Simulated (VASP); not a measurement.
# Pt (R-3m) in VASP: a series of runs

Pt is run at these levels: PBE; tasks: single point.

Everything below comes from runs of VASP 6.6.1. Logs are shortened: lines on timing, memory, paths and dates and some standing lists are left out, and cuts for length are marked.

## (1) The cell of the first run

Symmetry: R-3m, No. 166, trigonal system. The conventional cell has a = 3.004 Å, b = 3.004 Å, c = 6.326 Å, α = 90.00°, β = 90.00°, γ = 120.00°. Pt (site symmetry -3m) has 12 Pt at 2.73 to 3.00 Å within 3.6 Å.

## (2) Single point, PBE

Contents of INCAR:

```
ALGO = Fast
EDIFF = 1E-6
ENCUT = 520
GGA = PE
ISIF = 2
ISMEAR = 0
LASPH = T
LCHARG = T
LELF = T
LREAL = F
LVHAR = T
LWAVE = F
NBANDS = 11
NELM = 80
PREC = Accurate
SIGMA = 0.15
```

Contents of KPOINTS:

```
k-points
0
Gamma
  20 20 20
```

Contents of POSCAR:

```
Pt
1.0
   -0.1984964712      1.9254157702      1.9254157702
    1.9254157702     -0.1984964712      1.9254157702
    1.9254157702      1.9254157702     -0.1984964712
Pt
1
Direct
    0.0000000000      0.0000000000      0.0000000000
```

Potentials or basis: VASP PAW PBE potentials, release 64 (Pt).

On the command line:

```console
$ cat potpaw_PBE.64/Pt/POTCAR > POTCAR
$ mpirun -np 1 vasp_std > vasp.out
```

OUTCAR:

```text
EDIFF = 1E-6
   ENCUT = 520
   GGA = PE
   ISIF = 2
   ISMEAR = 0
   LASPH = T
   LREAL = F
   NELM = 80
   PREC = Accurate

 ion  position               nearest neighbor table
   1  0.000  0.000  0.000-

  LATTYP: Found a trigonal (rhomboedric) cell.
 ALAT       =     2.7301744679
 COS(alpha) =     0.3948091764

  Lattice vectors:

 A1 = (  -0.1984964712,   1.9254157702,   1.9254157702)
 A2 = (   1.9254157702,  -0.1984964712,   1.9254157702)
 A3 = (   1.9254157702,   1.9254157702,  -0.1984964712)

Analysis of symmetry for initial positions (statically):
=====================================================================
 Subroutine PRICEL returns:
 Original cell was already a primitive cell.

 Routine SETGRP: Setting up the symmetry group for a
 trigonal (rhombohedral) supercell.

 Subroutine GETGRP returns: Found 12 space group operations
 (whereof 12 operations were pure point group operations)
 out of a pool of 12 trial point group operations.

The static configuration has the point symmetry D_3d.

Analysis of symmetry for dynamics (positions and initial velocities):
=====================================================================
 Subroutine PRICEL returns:
 Original cell was already a primitive cell.

 Routine SETGRP: Setting up the symmetry group for a
 trigonal (rhombohedral) supercell.

 Subroutine GETGRP returns: Found 12 space group operations
 (whereof 12 operations were pure point group operations)
 out of a pool of 12 trial point group operations.

The dynamic configuration has the point symmetry D_3d.

 Subroutine INISYM returns: Found 12 space group operations
 (whereof 12 operations are pure point group operations),
 and found     1 'primitive' translations

----------------------------------------------------------------------------------------

                                     Primitive cell

  volume of cell :      16.4757

  direct lattice vectors                    reciprocal lattice vectors
    -0.198496471  1.925415770  1.925415770    -0.222620350  0.248208896  0.248208896
     1.925415770 -0.198496471  1.925415770     0.248208896 -0.222620350  0.248208896
     1.925415770  1.925415770 -0.198496471     0.248208896  0.248208896 -0.222620350

  length of vectors
     2.730174468  2.730174468  2.730174468     0.415662282  0.415662282  0.415662282

  position of ions in fractional coordinates (direct lattice)
     0.000000000  0.000000000  0.000000000

  ion indices of the primitive-cell ions
   primitive index   ion index
                 1           1

----------------------------------------------------------------------------------------

 KPOINTS: k-points

Automatic generation of k-mesh.
 Grid dimensions read from file:
 generate k-points for:   20   20   20

 Generating k-lattice:

  Cartesian coordinates                     Fractional coordinates (reciprocal lattice)
    -0.011131018  0.012410445  0.012410445     0.050000000 -0.000000000 -0.000000000
     0.012410445 -0.011131018  0.012410445    -0.000000000  0.050000000 -0.000000000
     0.012410445  0.012410445 -0.011131018    -0.000000000 -0.000000000  0.050000000

  Length of vectors
     0.020783114  0.020783114  0.020783114

  Shift w.r.t. Gamma in fractional coordinates (k-lattice)
     0.000000000  0.000000000  0.000000000

 Subroutine IBZKPT returns following result:
 ===========================================

 Found    781 irreducible k-points:

 Following reciprocal coordinates:
            Coordinates               Weight
  0.000000  0.000000  0.000000      1.000000
  0.050000  0.000000 -0.000000      6.000000
  0.100000  0.000000  0.000000      6.000000
  0.150000  0.000000  0.000000      6.000000
  0.200000  0.000000  0.000000      6.000000
  0.250000  0.000000 -0.000000      6.000000
[... 16 lines left out ...]
 -0.400000  0.050000  0.000000     12.000000
 -0.350000  0.050000  0.000000     12.000000
 [... further k-points ...]
   k-points           NKPTS =    781   k-points in BZ     NKDIM =    781   number of bands    NBANDS=     11
   number of dos      NEDOS =    301   number of ions     NIONS =      1
   total plane-waves  NPLWV =   8000
   dimension x,y,z NGX =    20 NGY =   20 NGZ =   20
   dimension x,y,z NGXF=    40 NGYF=   40 NGZF=   40
   ions per type =               1
   NGX,Y,Z   is equivalent  to a cutoff of  12.18, 12.18, 12.18 a.u.
   NGXF,Y,Z  is equivalent  to a cutoff of  24.36, 24.36, 24.36 a.u.
 SYSTEM =  unknown system
   PREC   = accura    normal or accurate (medium, high low for compatibility)
   ISTART =      0    job   : 0-new  1-cont  2-samecut
   ICHARG =      2    charge: 1-file 2-atom 10-const
   ISPIN  =      1    spin polarized calculation?
   LNONCOLLINEAR =      F non collinear calculations
   LSORBIT =      F    spin-orbit coupling
   LASPH  =      T    aspherical Exc in radial PAW
   ENCUT  =  520.0 eV  38.22 Ry    6.18 a.u.   5.08  5.08  5.08*2*pi/ulx,y,z
   NELM   =     80;   NELMIN=  2; NELMDL= -5     # of ELM steps
   EDIFF  = 0.1E-05   stopping-criterion for ELM
   LREAL  =      F    real-space projection
   EDIFFG = 0.1E-04   stopping-criterion for IOM
   NSW    =      0    number of steps for IOM
   IBRION =     -1    ionic relax: 0-MD 1-quasi-New 2-CG
   NFREE  =      0    steps in history (QN), initial steepest desc. (CG)
   ISIF   =      2    stress and relaxation
   ISYM   =      2    0-nonsym 1-usesym 2-fastsym
   POTIM  = 0.5000    time-step for ionic-motion
   TEBEG  =    0.0;   TEEND  =   0.0 temperature during run
   PSTRESS=    0.0 pullay stress
   NELECT =      10.0000    total number of electrons
   NUPDOWN=      -1.0000    fix difference up-down
   EMIN   =  10.00;   EMAX   =-10.00  energy-range for DOS
   EFERMI =   0.00;   METHOD = LEGACY
   ISMEAR =     0;   SIGMA  =   0.15  broadening in eV -4-tet -1-fermi 0-gaus
   EFERMI_NEDOS =   21; number of points for ismear=-14 and -15
   IALGO  =     68    algorithm
   IMIX   =      4    mixing-type and parameters
     AMIX     =   0.40;   BMIX     =  1.00
     AMIX_MAG =   1.60;   BMIX_MAG =  1.00
  volume/ion in A,a.u.               =      16.48       111.18
  Fermi-wavevector in a.u.,A,eV,Ry     =   1.386097  2.619343 26.140391  1.921265
  Thomas-Fermi vector in A             =   2.510445
   LORBIT       =      0    0 simple, 1 ext, 2 COOP (PROOUT), +10 PAW based schemes
   GGA     = PE    functional components
   LHFCALC =     F    Hartree Fock is set to
   AEXX    =    0.0000 exact exchange contribution
   IVDW    =     0    specifies the selected vdW correction
   LEPSILON=     F    determine dielectric tensor
   LRPA    =     F    only Hartree local field effects (RPA)
 non-spin polarized calculation
 RMM-DIIS sequential band-by-band and
 Gauss-broadening in eV      SIGMA  =   0.15
  energy-cutoff  :      520.00
  volume of cell :       16.48
 maximum number of plane-waves:       460
   NGX = 11   NGY = 11   NGZ = 11

 number of electron      10.0000001 magnetization

 Free energy of the ion-electron system (eV)
  ---------------------------------------------------
  ext. energy  EPLUGINS =         0.00000000
  ---------------------------------------------------
  free energy    TOTEN  =        -5.99894014 eV

  energy without entropy =       -5.98205763  energy(sigma->0) =       -5.99049889

 E-fermi :   9.5742     XC(G=0): -12.9415

 val. band max:        9.5709114021   @ k =   0.4000   0.4000   0.4000
 cond. band min:       9.5746912437   @ k =  -0.4000   0.0500   0.0000
 fundamental gap:      0.0037798417
 Fermi energy:         9.5741512933

 k-point     1 :       0.0000    0.0000    0.0000
  band No.  band energies     occupation
      1       0.3829      2.00000
      2       5.5435      2.00000
      3       5.5435      2.00000
      4       7.5170      2.00000
      5       8.5108      2.00000
      6       8.5108      2.00000
      7      24.2457      0.00000
      8      27.6161      0.00000
      9      27.6161      0.00000
     10      32.6468      0.00000
     11      33.9980      0.00000

 k-point     2 :       0.0500    0.0000   -0.0000
  band No.  band energies     occupation
      1       0.4688      2.00000
      2       5.5511      2.00000
      3       5.5573      2.00000
      4       7.5256      2.00000
      5       8.4927      2.00000
      6       8.4980      2.00000
      7      24.3510      0.00000
      8      27.2411      0.00000
      9      27.7657      0.00000
     10      32.5442      0.00000
     11      34.5724      0.00000

 k-point     3 :       0.1000    0.0000    0.0000
  band No.  band energies     occupation
      1       0.7199      2.00000
      2       5.5713      2.00000
      3       5.5927      2.00000
      4       7.5581      2.00000
      5       8.4485      2.00000
      6       8.4676      2.00000
      7      24.6032      0.00000
      8      26.3115      0.00000
      9      28.2034      0.00000
     10      32.5894      0.00000
     11      35.1789      0.00000

 k-point     4 :       0.1500    0.0000    0.0000
  band No.  band energies     occupation
      1       1.1147      2.00000
      2       5.6047      2.00000
      3       5.6335      2.00000
      4       7.6213      2.00000
      5       8.4055      2.00000
      6       8.4465      2.00000
      7      24.4302      0.00000
      8      25.5651      0.00000
      9      28.8928      0.00000
     10      32.7266      0.00000
     11      34.0154      0.00000

 k-point     5 :       0.2000    0.0000    0.0000
  band No.  band energies     occupation
      1       1.6094      2.00000
      2       5.6573      2.00000
      3       5.6779      2.00000
      4       7.6885      2.00000
      5       8.3982      2.00000
      6       8.4905      2.00000
      7      23.0785      0.00000
      8      25.7317      0.00000
      9      29.7458      0.00000
     10      32.3224      0.00000
     11      33.2204      0.00000
[... 211 lines left out ...]
 k-point    21 :       0.5000    0.0500    0.0000
  band No.  band energies     occupation
      1       3.1110      2.00000
      2       5.3970      2.00000
      3       7.4852      2.00000
      4       8.3500      2.00000
      5       9.4415      1.78897
      6      10.2010      0.00000
      7      14.5108      0.00000
      8      24.5576      0.00000
      9      27.2788      0.00000
     10      30.1051      0.00000
     11      35.6336      0.00000

 k-point    22 :      -0.4500    0.0500    0.0000
  band No.  band energies     occupation
      1       3.1040      2.00000
      2       5.4060      2.00000
      3       7.4754      2.00000
      4       8.3589      2.00000
      5       9.4732      1.65897
      6       9.9065      0.00173
      7      14.7820      0.00000
      8      24.5834      0.00000
      9      27.2398      0.00000
     10      30.2891      0.00000
     11      35.7615      0.00000

 k-point    23 :      -0.4000    0.0500    0.0000
  band No.  band energies     occupation
      1       3.0668      2.00000
      2       5.4498      2.00000
      3       7.4833      2.00000
      4       7.8938      2.00000
      5       9.2271      1.99893
      6       9.5747      0.99594
      7      15.9133      0.00000
      8      24.7736      0.00000
      9      27.4962      0.00000
     10      30.8642      0.00000
     11      35.4157      0.00000

 k-point    24 :      -0.3500    0.0500    0.0000
  band No.  band energies     occupation
      1       2.9632      2.00000
      2       5.5165      2.00000
      3       7.0637      2.00000
      4       7.5705      2.00000
      5       8.9362      2.00000
      6       9.3387      1.97356
      7      17.4491      0.00000
      8      25.0829      0.00000
      9      28.0085      0.00000
     10      31.7585      0.00000
     11      34.0591      0.00000

 [... further k-points ...]

------------------------ aborting loop because EDIFF is reached ----------------------------------------

  FORCE on cell =-STRESS in cart. coord.  units (eV):
  Direction    XX          YY          ZZ          XY          YZ          ZX
  --------------------------------------------------------------------------------------
  -------------------------------------------------------------------------------------
  Total       -0.6967751     -0.6967751     -0.6967751      0.5350789      0.5350789      0.5350789
  in kB      -67.7578257    -67.7578257    -67.7578257     52.0336927     52.0336927     52.0336927
  external PRESSURE =     -67.7578257 kB  Pullay stress =       0.0000000 kB

 VOLUME and BASIS-vectors are now :
 -----------------------------------------------------------------------------
  energy-cutoff  :      520.00
  volume of cell :       16.48
      direct lattice vectors                 reciprocal lattice vectors
    -0.198496471  1.925415770  1.925415770    -0.222620350  0.248208896  0.248208896
     1.925415770 -0.198496471  1.925415770     0.248208896 -0.222620350  0.248208896
     1.925415770  1.925415770 -0.198496471     0.248208896  0.248208896 -0.222620350

 POSITION                                       TOTAL-FORCE (eV/Angst)
 -----------------------------------------------------------------------------------
      0.00000      0.00000      0.00000         0.000000     -0.000000     -0.000000
 -----------------------------------------------------------------------------------
    total drift:                                0.000000      0.000000      0.000000

  FREE ENERGIE OF THE ION-ELECTRON SYSTEM (eV)
  ---------------------------------------------------
  free  energy   TOTEN  =        -5.9989401395 eV

  energy  without entropy=       -5.9820576310  energy(sigma->0) =       -5.99049889
```

It took 2.3 min on 1 thread of Intel Xeon 8259CL, shared host; peak memory 0.25 GiB.

Results:

| Quantity | Value |
| --- | --- |
| Free energy | -5.9989 eV |
| Pressure | -6.8 GPa |
| Band gap on the k mesh | zero (bands 5 and 6 overlap by 2.68 eV) |

Stress tensor (GPa, compression positive):
```
-6.78  5.20  5.20
 5.20 -6.78  5.20
 5.20  5.20 -6.78
```

Levels at points of the mesh, in eV from the Fermi level:
```csv
k point,band 2,band 3,band 4,band 5,band 6,band 7,band 8,band 9
"(0.00, 0.00, 0.00)",-4.03,-4.03,-2.06,-1.06,-1.06,14.67,18.04,18.04
"(0.50, 0.00, 0.00)",-4.18,-2.10,-0.53,-0.37,0.16,4.91,14.90,17.88
"(0.50, 0.50, 0.00)",-5.72,-0.23,0.22,0.90,2.15,8.31,9.48,13.22
"(0.50, 0.50, 0.50)",-3.56,-3.56,0.57,0.57,1.37,7.49,13.34,16.34
```

Caveat: the cell stands under tension; spin-orbit coupling is left out, which moves the levels of the heavy elements.

## (3) Single point, PBE

This run uses another cell than the first one, of the same volume but with other edges.

Contents of INCAR:

```
PREC     = Accurate       # precision mode
ENCUT    = 520            # plane-wave cutoff, eV
EDIFF    = 1E-6           # SCF threshold, eV
ISMEAR   = 0              # smearing method
SIGMA    = 0.15           # smearing width, eV
LREAL    = False          # projectors in reciprocal space
LASPH    = True           # aspherical terms in the spheres
NELM     = 60             # most SCF steps
ALGO     = Fast           # electronic algorithm
ISIF     = 2              # what is computed and relaxed
LWAVE    = False          # write WAVECAR
LCHARG   = True           # write CHGCAR
GGA      = PE             # functional
LELF     = True           # ELF
LVHAR    = True         
NBANDS   = 11             # bands
```

Contents of KPOINTS:

```
Automatic mesh
0
Gamma
  20 20 20
```

Contents of POSCAR:

```
Pt
1.0
    0.1984964712      2.1239122413      2.1239122413
    2.1239122413      0.1984964712      2.1239122413
    2.1239122413      2.1239122413      0.1984964712
Pt
1
Direct
    0.0000000000      0.0000000000      0.0000000000
```

Potentials or basis: VASP PAW PBE potentials, release 64 (Pt).

On the command line:

```console
$ cat potpaw_PBE.64/Pt/POTCAR > POTCAR
$ mpirun -np 1 vasp_std > vasp.out
```

It took 2.4 min on 1 thread of Intel Xeon 8259CL, shared host; peak memory 0.26 GiB.

Results (log left out):

```yaml
Free_energy: -6.0026 eV
Pressure: -6.5 GPa
Band_gap_on_the_k_mesh: zero (bands 5 and 6 overlap by 2.14 eV)
```

Stress tensor (GPa, compression positive):
```
-6.45 -5.64 -5.64
-5.64 -6.45 -5.64
-5.64 -5.64 -6.45
```

Levels at points of the mesh, in eV from the Fermi level:
| k point | band 2 | band 3 | band 4 | band 5 | band 6 | band 7 | band 8 | band 9 |
| --- | --- | --- | --- | --- | --- | --- | --- | --- |
| (0.00, 0.00, 0.00) | -4.14 | -3.10 | -3.10 | -1.02 | -1.02 | 13.96 | 17.34 | 21.11 |
| (0.50, 0.00, 0.00) | -4.10 | -2.37 | -0.52 | 0.39 | 0.67 | 6.14 | 13.83 | 17.15 |
| (0.50, 0.50, 0.00) | -5.62 | -0.19 | 0.34 | 0.77 | 2.12 | 8.30 | 9.69 | 13.00 |
| (0.50, 0.50, 0.50) | -3.28 | -3.28 | -0.97 | -0.03 | -0.03 | 3.46 | 15.45 | 20.73 |

Caveat: the cell stands under tension; spin-orbit coupling is left out, which moves the levels of the heavy elements.

## (4) Single point, PBE

This run uses another cell than the first one, of 16.81 Å³/atom.

Contents of INCAR:

```
PREC = Accurate
ENCUT = 520
EDIFF = 1E-7
ISMEAR = 0
SIGMA = 0.15
LREAL = F
LASPH = T
NELM = 80
ALGO = Fast
ISIF = 2
LWAVE = F
LCHARG = F
GGA = PE
NBANDS = 11
```

Contents of KPOINTS:

```
regular mesh
0
Gamma
  20 20 20
```

Contents of POSCAR:

```
Pt
1.0
   -0.2977447067      1.8956412995      1.8956412995
    1.8956412995     -0.2977447067      1.8956412995
    1.8956412995      1.8956412995     -0.2977447067
Pt
1
Direct
    0.0000000000      0.0000000000      0.0000000000
```

On the command line:

```console
$ cat potpaw_PBE.64/Pt/POTCAR > POTCAR
$ mpirun -np 1 vasp_std > vasp.out
```

Wall time 2.1 min (1 thread of Intel Xeon 8259CL, shared host); peak memory 0.25 GiB.

It converged, with:

- Free energy: -5.8928 eV
- Pressure: -5.5 GPa
- Band gap on the k mesh: zero (bands 5 and 6 overlap by 3.03 eV)

Stress tensor (GPa, compression positive):
```
-5.47  6.37  6.37
 6.37 -5.47  6.37
 6.37  6.37 -5.47
```

Levels at points of the mesh, in eV from the Fermi level:
```csv
k point,band 1,band 2,band 3,band 4,band 5,band 6,band 7,band 8,band 9,band 10
"(0.00, 0.00, 0.00)",-8.90,-4.30,-4.30,-1.30,-0.68,-0.68,14.65,17.55,17.55,24.24
"(0.50, 0.00, 0.00)",-6.31,-4.35,-1.34,-0.74,-0.31,0.03,4.88,15.38,17.58,21.65
"(0.50, 0.50, 0.00)",-5.83,-5.51,-0.33,0.02,1.27,2.43,8.51,8.73,14.39,17.71
"(0.50, 0.50, 0.50)",-5.81,-3.59,-3.59,0.99,0.99,2.40,8.71,12.90,15.34,15.34
```

Caveat: the cell stands under tension; spin-orbit coupling is left out, which moves the levels of the heavy elements.

(Continued in part 2 of 2.)
